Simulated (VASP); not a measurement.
# Hg: single point with LDA

The system is Hg.

```
Hg
1.0
     0.00000    3.02300    3.02300
     3.02300    0.00000    3.02300
     3.02300    3.02300    0.00000
Hg
2
Direct
  0.87500 0.87500 0.87500
  0.12500 0.12500 0.12500
```

```yaml
Program: VASP 6.6.1
Task: single point
Functional: LDA
Potentials_or_basis: VASP PAW LDA potentials, release 64 (Hg)
Cutoff: 520 eV
k_mesh: 11 × 11 × 11
Occupations: fermi-dirac, width 0.1 eV
Spin: no spin polarisation
```

```yaml
Pressure: 10.7 GPa
Band_gap_on_the_k_mesh: zero (bands 12 and 13 overlap by 6.17 eV)
```

Levels at points of the mesh, in eV from the Fermi level:
```tsv
k point	band 10	band 11	band 12	band 13	band 14	band 15
(0.00, 0.00, 0.00)	-6.09	-6.09	5.55	6.48	6.48	6.48
```

It took 14 s on 1 thread of Intel(R) Xeon(R) 6975P-C (Granite Rapids) (shared host), peak memory 0.18 GiB.

Caveat: the cell stands under pressure; spin-orbit coupling is left out, which moves the levels of the heavy elements.
